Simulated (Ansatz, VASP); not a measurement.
Given: the input of a run of VASP 6.6.1 on MnO.

Contents of INCAR:

```
SYSTEM = MnO
PREC     = Accurate       ! precision mode
ENCUT    = 520            ! plane-wave cutoff, eV
EDIFF    = 1E-6           ! SCF threshold, eV
ISMEAR   = -1             ! smearing method
SIGMA    = 0.05           ! smearing width, eV
LREAL    = .FALSE.        ! projectors in reciprocal space
LASPH    = .TRUE.         ! aspherical terms in the spheres
NELM     = 150            ! most SCF steps
ALGO     = Normal         ! electronic algorithm
ISIF     = 2              ! what is computed and relaxed
LWAVE    = .FALSE.        ! write WAVECAR
LCHARG   = .FALSE.        ! write CHGCAR
ISPIN    = 2              ! spin polarisation
MAGMOM   = 6 0            ! initial moments
LORBIT   = 11             ! projections on sites
NUPDOWN  = 6.0            ! fixed moment
LMAXMIX  = 4              ! l up to which the mixer works
GGA      = PE             ! functional
NBANDS   = 20             ! bands
```

File KPOINTS:

```
Automatic mesh
0
G
  9 9 9
  0 0 0
```

Contents of POSCAR:

```
MnO
1.0
    0.0000000000      2.2220003300      2.2220003300
    2.2220003300      0.0000000000      2.2220003300
    2.2220003300      2.2220003300      0.0000000000
Mn O
1 1
Direct
    0.0000000000      0.0000000000      0.0000000000
    0.5000000000      0.5000000000      0.5000000000
```

Potentials or basis: VASP PAW PBE potentials, release 64 (Mn_pv, O).

Run with:

```console
$ cat potpaw_PBE.64/Mn_pv/POTCAR potpaw_PBE.64/O/POTCAR > POTCAR
$ mpirun -np 1 vasp_std > vasp.out
```

Problem. Translate it to Ansatz 0.2.0. Potentials there: Ansatz PAW.

Solution. As run (the cutoff follows the program's own potentials):

File input.yaml:

```yaml
crystal:
  lattice:
    - [0.0, 2.22200033, 2.22200033]
    - [2.22200033, 0.0, 2.22200033]
    - [2.22200033, 2.22200033, 0.0]
  atoms:
    - { symbol: Mn, position: [0.0, 0.0, 0.0], spin: 6.0 }
    - { symbol: O, position: [0.5, 0.5, 0.5] }
hamiltonian:
  xc: pbe
  pseudopotentials: { kind: paw }
magnetization:
  spin_polarized: true
  initial_magnetization: 6.0
  spin_locking: { lock_magnetization: hard }
kpoints:
  mp_grid: { grid: [9, 9, 9] }
scf:
  occupations: { method: fermi_dirac, width: 0.05 }
  lower_state_search: "off"
output:
  forces: true
  stress: true
  eigenvalues: true
```

Potentials or basis: Ansatz PAW.

The run is started by

```console
$ ansatz run input.yaml --threads 2 --pin off --max-ram 5632MiB --backend cpu --events-out ev --progress --plain --runs-dir out
```

Both were run:

|  | VASP | Ansatz | Ansatz less VASP |
| --- | --- | --- | --- |
| net moment per atom (μB) | 3.00 | 3.00 | 0.000 |
| size of the moment on the site where the two differ most (μB) | 4.64 | 4.27 | -0.370 |

Site moments also hang on the region over which each program counts them. With one functional, cell and mesh, what is left measures potentials, basis and numerics. VASP's potentials hold 19 valence electrons a cell and Ansatz's 21, so a difference there can come from the potentials and not from the codes.
